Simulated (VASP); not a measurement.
Wanted: the native input for a VASP 6.6.1 run.

```
Task                   : single point
Functional             : r2SCAN
Potentials or basis    : VASP PAW PBE potentials, release 64 (K_sv, S)
Cutoff                 : 550 eV
k mesh                 : 6 × 6 × 6
Occupations            : gaussian, width 0.01 eV
Spin                   : no spin polarisation
Dipole correction      : no
Further INCAR settings : ALGO = Normal; EDIFF = 1e-06; NBANDS = 19
```

The system is K2S.

```
CELL_PARAMETERS angstrom
3.52973 3.52973 0.00000
-3.52973 3.52973 0.00000
0.00000 3.52973 3.52973
ATOMIC_POSITIONS crystal
K 0.25000 0.75000 0.50000
K 0.75000 0.25000 0.50000
S 0.00000 0.00000 0.00000
```

The input as run:

POSCAR

```
K2S
1.0
    3.5297251302      3.5297251302      0.0000000000
   -3.5297251302      3.5297251302      0.0000000000
    0.0000000000      3.5297251302      3.5297251302
K S
2 1
Direct
    0.2500000000      0.7500000000      0.5000000000
    0.7500000000      0.2500000000      0.5000000000
    0.0000000000      0.0000000000      0.0000000000
```

INCAR.step1

```
PREC = Accurate
ENCUT = 550
ISMEAR = 0
SIGMA = 0.01
LREAL = False
LASPH = True
NELM = 120
NBANDS = 19
GGA = PE
ALGO = Normal
EDIFF = 1E-5
LWAVE = True
LCHARG = False
GGA_COMPAT = False
```

INCAR.step2

```
PREC = Accurate
ENCUT = 550
EDIFF = 1E-6
ISMEAR = 0
SIGMA = 0.01
LREAL = False
LASPH = True
NELM = 120
ALGO = Normal
ISIF = 2
LWAVE = False
LCHARG = False
METAGGA = R2SCAN
LMIXTAU = True
NBANDS = 19
ISTART = 1
GGA_COMPAT = False
```

KPOINTS

```
Automatic mesh
0
Gamma
  6 6 6
```

Potentials or basis: VASP PAW PBE potentials, release 64 (K_sv, S).

Command:

```bash
$ cat potpaw_PBE.64/K_sv/POTCAR potpaw_PBE.64/S/POTCAR > POTCAR
$ cp INCAR.step1 INCAR
$ mpirun -np 1 vasp_std > vasp.out
$ cp INCAR.step2 INCAR
$ mpirun -np 1 vasp_std > vasp.out
```

It gave:

The pressure is 4.1 GPa and the band gap on the k mesh is 3.12 eV (least direct gap 3.48 eV).

Caveat: the cell stands under pressure; the PAW data sets were made with another functional, which shifts forces and pressure a little.

Run time: 97 s on 1 thread of AMD EPYC 9R45 96-Core Processor (Zen 5) (shared host), peak memory 0.23 GiB.
